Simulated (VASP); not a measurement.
Set up this calculation in VASP 6.6.1, as the native input.

```
Task                   : single point
Functional             : r2SCAN
Dispersion             : rVV10
Potentials or basis    : VASP PAW PBE potentials, release 64 (W_sv, Si)
Cutoff                 : 550 eV
k mesh                 : 8 × 8 × 8
Occupations            : gaussian, width 0.1 eV
Spin                   : no spin polarisation
Dipole correction      : no
Further INCAR settings : ALGO = Normal; EDIFF = 1e-06; NBANDS = 18
```

The system is Si2W.

```
W Si
1.0
    -1.60000    1.60000    3.90000
     1.60000   -1.60000    3.90000
     1.60000    1.60000   -3.90000
W Si
1 2
Cartesian
  0.0000 0.0000 0.0000
  0.0000 0.0000 2.6130
  0.0000 0.0000 5.1870
```

The input as run:

POSCAR

```
Si2W
1.0
   -1.6000000000      1.6000000000      3.9000000000
    1.6000000000     -1.6000000000      3.9000000000
    1.6000000000      1.6000000000     -3.9000000000
W Si
1 2
Direct
    0.0000000000      0.0000000000      0.0000000000
    0.3350000000      0.3350000000      0.0000000000
    0.6650000000      0.6650000000      0.0000000000
```

INCAR.step1

```
SYSTEM = Si2W
PREC = Accurate
ENCUT = 550
ISMEAR = 0
SIGMA = 0.1
LREAL = .False.
LASPH = .True.
NELM = 120
NBANDS = 18
GGA = PE
ALGO = Normal
EDIFF = 1E-5
LWAVE = .True.
LCHARG = .False.
GGA_COMPAT = .False.
```

INCAR.step2

```
SYSTEM = Si2W
PREC = Accurate
ENCUT = 550
EDIFF = 1E-6
ISMEAR = 0
SIGMA = 0.1
LREAL = .False.
LASPH = .True.
NELM = 120
ALGO = Normal
ISIF = 2
LWAVE = .False.
LCHARG = .False.
METAGGA = R2SCAN
LMIXTAU = .True.
LUSE_VDW = .True.
IVDW_NL = 2
BPARAM = 11.95
CPARAM = 0.0093
NBANDS = 18
ISTART = 1
GGA_COMPAT = .False.
```

KPOINTS

```
regular mesh
0
Gamma
  8 8 8
  0 0 0
```

Potentials or basis: VASP PAW PBE potentials, release 64 (W_sv, Si).

The run is started by

```sh
$ cat potpaw_PBE.64/W_sv/POTCAR potpaw_PBE.64/Si/POTCAR > POTCAR
$ cp INCAR.step1 INCAR
$ mpirun -np 1 vasp_std > vasp.out
$ cp INCAR.step2 INCAR
$ mpirun -np 1 vasp_std > vasp.out
```

It gave:

```yaml
Pressure: 1.2 GPa
Largest_force: 0.026 eV/Å
Band_gap_on_the_k_mesh: zero (bands 11 and 12 overlap by 1.25 eV)
```

Caveat: the PAW data sets were made with another functional, which shifts forces and pressure a little; spin-orbit coupling is left out, which moves the levels of the heavy elements.

Wall time 6 min on 1 thread of Oxide Virtual Turin-like Processor (shared host), peak memory 0.38 GiB.
